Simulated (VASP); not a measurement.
# Al2Pt (Fm-3m) in VASP: further runs, part 2 of 2

VASP 6.6.1. The steps go on from the part before.

### 3 Relaxation of the atoms, r2SCAN

This run uses another cell than the first one, of 18.17 Å³/atom, 1.019 times its volume.

POSCAR

```
Al2Pt
1.0
    0.0000000000      3.0092879500      3.0092879500
    3.0092879500      0.0000000000      3.0092879500
    3.0092879500      3.0092879500      0.0000000000
Al Pt
2 1
Direct
    0.2500000000      0.2500000000      0.2500000000
    0.7500000000      0.7500000000      0.7500000000
    0.0000000000      0.0000000000      0.0000000000
```

INCAR.step1

```
ALGO = Normal
EDIFF = 1E-4
ENCUT = 520
GGA = PE
ISMEAR = -1
LASPH = T
LCHARG = F
LREAL = F
LWAVE = T
NELM = 80
PREC = Accurate
SIGMA = 0.1
```

INCAR.step2

```
ALGO = Normal
EDIFF = 1E-6
EDIFFG = -0.01
ENCUT = 520
IBRION = 2
ISIF = 2
ISMEAR = -1
ISTART = 1
LASPH = T
LCHARG = F
LMIXTAU = T
LREAL = F
LWAVE = F
METAGGA = R2SCAN
NELM = 80
NSW = 50
PREC = Accurate
SIGMA = 0.1
```

KPOINTS

```
k-points
0
Gamma
  10 10 10
```

Potentials or basis: VASP PAW PBE potentials, release 64 (Al, Pt).

The run is started by

```
$ cat potpaw_PBE.64/Al/POTCAR potpaw_PBE.64/Pt/POTCAR > POTCAR
$ cp INCAR.step1 INCAR
$ mpirun -np 1 vasp_std > vasp.out
$ cp INCAR.step2 INCAR
$ mpirun -np 1 vasp_std > vasp.out
```

OUTCAR:

```text
EDIFF = 1E-6
   EDIFFG = -0.01
   ENCUT = 520
   IBRION = 2
   ISIF = 2
   ISMEAR = -1
   ISTART = 1
   LASPH = T
   LREAL = F
   METAGGA = R2SCAN
   NELM = 80
   NSW = 50
   PREC = Accurate

 ion  position               nearest neighbor table
   1  0.250  0.250  0.250-   3 2.61   3 2.61   3 2.61   3 2.61   2 3.01   2 3.01   2 3.01   2 3.01
                             2 3.01   2 3.01
   2  0.750  0.750  0.750-   3 2.61   3 2.61   3 2.61   3 2.61   1 3.01   1 3.01   1 3.01   1 3.01
                             1 3.01   1 3.01
   3  0.000  0.000  0.000-   2 2.61   2 2.61   2 2.61   1 2.61   1 2.61   1 2.61   2 2.61   1 2.61

  LATTYP: Found a face centered cubic cell.
 ALAT       =     6.0185759000

  Lattice vectors:

 A1 = (   0.0000000000,   3.0092879500,   3.0092879500)
 A2 = (   3.0092879500,   0.0000000000,   3.0092879500)
 A3 = (   3.0092879500,   3.0092879500,   0.0000000000)

Analysis of symmetry for initial positions (statically):
=====================================================================
 Subroutine PRICEL returns:
 Original cell was already a primitive cell.

 Routine SETGRP: Setting up the symmetry group for a
 face centered cubic supercell.

 Subroutine GETGRP returns: Found 48 space group operations
 (whereof 48 operations were pure point group operations)
 out of a pool of 48 trial point group operations.

The static configuration has the point symmetry O_h .

Analysis of symmetry for dynamics (positions and initial velocities):
=====================================================================
 Subroutine PRICEL returns:
 Original cell was already a primitive cell.

 Routine SETGRP: Setting up the symmetry group for a
 face centered cubic supercell.

 Subroutine GETGRP returns: Found 48 space group operations
 (whereof 48 operations were pure point group operations)
 out of a pool of 48 trial point group operations.

The dynamic configuration has the point symmetry O_h .

 Subroutine INISYM returns: Found 48 space group operations
 (whereof 48 operations are pure point group operations),
 and found     1 'primitive' translations

----------------------------------------------------------------------------------------
[... 124 lines left out ...]
   LEPSILON=     F    determine dielectric tensor
   LRPA    =     F    only Hartree local field effects (RPA)
 conjugate gradient relaxation of ions
 non-spin polarized calculation
  energy-cutoff  :      520.00
  volume of cell :       54.50
 maximum number of plane-waves:      1479
   NGX = 15   NGY = 15   NGZ = 15

 number of electron      16.0000001 magnetization

 Free energy of the ion-electron system (eV)
  ---------------------------------------------------
  ext. energy  EPLUGINS =         0.00000000
  ---------------------------------------------------
  free energy    TOTEN  =       -67.85415890 eV

  energy without entropy =      -67.81768289  energy(sigma->0) =      -67.83592090

 E-fermi :   7.1606     XC(G=0): -11.2067

 val. band max:        7.1151637380   @ k =   0.5000   0.3000   0.1000
 cond. band min:       7.2730960926   @ k =   0.2000   0.0000   0.0000
 fundamental gap:      0.1579323546
 Fermi energy:         7.1605588925

 k-point     1 :       0.0000    0.0000    0.0000
  band No.  band energies     occupation
      1      -3.1914      2.00000
      2       2.1347      2.00000
      3       2.1347      2.00000
      4       2.1347      2.00000
      5       3.4871      2.00000
      6       3.4871      2.00000
      7      10.3898      0.00000
      8      11.0886      0.00000
      9      11.0886      0.00000
     10      11.0886      0.00000
     11      12.6252      0.00000
     12      12.6252      0.00000
[... 331 lines left out ...]
 k-point    24 :       0.4000    0.3000    0.0000
  band No.  band energies     occupation
      1      -0.9090      2.00000
      2       1.2925      2.00000
      3       2.4795      2.00000
      4       2.9246      2.00000
      5       3.1037      2.00000
      6       3.8505      2.00000
      7       4.7712      2.00000
      8       6.5150      1.99686
      9       6.5830      1.99381
     10      10.4981      0.00000
     11      11.2826      0.00000
     12      15.0144      0.00000

 [... further k-points ...]
[... 5 lines left out ...]
  --------------------------------------------------------------------------------------
  -------------------------------------------------------------------------------------
  Total       -2.5265732     -2.5265732     -2.5265732      0.0000000      0.0000000     -0.0000000
  in kB      -74.2713362    -74.2713362    -74.2713362      0.0000000      0.0000000     -0.0000000
  external PRESSURE =     -74.2713362 kB  Pullay stress =       0.0000000 kB

 VOLUME and BASIS-vectors are now :
 -----------------------------------------------------------------------------
  energy-cutoff  :      520.00
  volume of cell :       54.50
      direct lattice vectors                 reciprocal lattice vectors
     0.000000000  3.009287950  3.009287950    -0.166152262  0.166152262  0.166152262
     3.009287950  0.000000000  3.009287950     0.166152262 -0.166152262  0.166152262
     3.009287950  3.009287950  0.000000000     0.166152262  0.166152262 -0.166152262

 POSITION                                       TOTAL-FORCE (eV/Angst)
 -----------------------------------------------------------------------------------
      1.50464      1.50464      1.50464         0.000000     -0.000000      0.000000
      4.51393      4.51393      4.51393        -0.000000     -0.000000     -0.000000
      0.00000      0.00000      0.00000         0.000000      0.000000      0.000000
 -----------------------------------------------------------------------------------
    total drift:                                0.000000     -0.000000      0.000000

  FREE ENERGIE OF THE ION-ELECTRON SYSTEM (eV)
  ---------------------------------------------------
  free  energy   TOTEN  =       -67.8541589042 eV

  energy  without entropy=      -67.8176828942  energy(sigma->0) =      -67.83592090

 reached required accuracy - stopping structural energy minimisation
```

OUTCAR.step1:

```text
EDIFF = 1E-4
   ENCUT = 520
   GGA = PE
   ISMEAR = -1
   LASPH = T
[... 585 lines left out ...]
      1.50464      1.50464      1.50464        -0.000000     -0.000000     -0.000000
      4.51393      4.51393      4.51393         0.000000      0.000000      0.000000
      0.00000      0.00000      0.00000         0.000000      0.000000      0.000000
 -----------------------------------------------------------------------------------
    total drift:                                0.000000     -0.000000      0.000000

  FREE ENERGIE OF THE ION-ELECTRON SYSTEM (eV)
  ---------------------------------------------------
  free  energy   TOTEN  =       -16.2499611725 eV

  energy  without entropy=      -16.2119918630  energy(sigma->0) =      -16.23097652
```

OSZICAR.step1:

```text
N       E                     dE             d eps       ncg     rms          rms(c)
DAV:   1     0.505864302892E+02    0.50586E+02   -0.67374E+03  1160   0.112E+03
DAV:   2    -0.146772547256E+02   -0.65264E+02   -0.57865E+02  1324   0.184E+02
DAV:   3    -0.167652998602E+02   -0.20880E+01   -0.20447E+01  1420   0.322E+01
DAV:   4    -0.167862610311E+02   -0.20961E-01   -0.20948E-01  1356   0.374E+00
DAV:   5    -0.167865893286E+02   -0.32830E-03   -0.32828E-03  1400   0.507E-01    0.782E+00
DAV:   6    -0.163610274384E+02    0.42556E+00   -0.24844E+00  1296   0.153E+01    0.207E+00
DAV:   7    -0.162789518487E+02    0.82076E-01   -0.22349E-01  1244   0.482E+00    0.157E+00
DAV:   8    -0.162498217521E+02    0.29130E-01   -0.36610E-02  1296   0.188E+00    0.258E-01
DAV:   9    -0.162497916295E+02    0.30123E-04   -0.21289E-03  1368   0.450E-01    0.165E-01
DAV:  10    -0.162499640297E+02   -0.17240E-03   -0.35162E-04  1256   0.156E-01    0.193E-02
DAV:  11    -0.162499611725E+02    0.28572E-05   -0.21827E-05   744   0.502E-02
   1 F= -.16249961E+02 E0= -.16230977E+02  d E =-.379693E-01
```

It took 1.9 min on 1 thread of Oxide Virtual Turin-like, shared host; peak memory 0.17 GiB.

Results:

| Item | Value |
| --- | --- |
| Free energy | -67.8542 eV |
| Pressure after relaxing | -7.4 GPa |
| Band gap on the k mesh | zero (band 8 reaches 11.09 eV, above the bottom of band 9 at 5.56 eV) |

Final structure:
```cif
data_structure
_symmetry_space_group_name_H-M 'P 1'
_symmetry_Int_Tables_number 1
_cell_length_a 4.2558
_cell_length_b 4.2558
_cell_length_c 4.2558
_cell_angle_alpha 60.000
_cell_angle_beta 60.000
_cell_angle_gamma 60.000
_cell_volume 54.50
loop_
_atom_site_label
_atom_site_type_symbol
_atom_site_fract_x
_atom_site_fract_y
_atom_site_fract_z
_atom_site_occupancy
Al1 Al 0.25000 0.25000 0.25000 1
Al2 Al 0.75000 0.75000 0.75000 1
Pt1 Pt 0.00000 0.00000 0.00000 1
```

Levels at points of the mesh, in eV from the Fermi level:
| k point | band 6 | band 7 | band 8 | band 9 | band 10 | band 11 |
| --- | --- | --- | --- | --- | --- | --- |
| (0.00, 0.00, 0.00) | -3.67 | 3.23 | 3.93 | 3.93 | 3.93 | 5.46 |
| (0.50, 0.00, 0.00) | -3.45 | -3.45 | 1.04 | 1.04 | 4.20 | 5.29 |
| (0.50, 0.50, 0.00) | -3.44 | -3.19 | -1.60 | -1.60 | 3.17 | 3.64 |

Caveat: the relaxation stopped at its first step, so nothing moved; the PAW data sets were made with another functional, which shifts forces and pressure a little; spin-orbit coupling is left out, which moves the levels of the heavy elements.
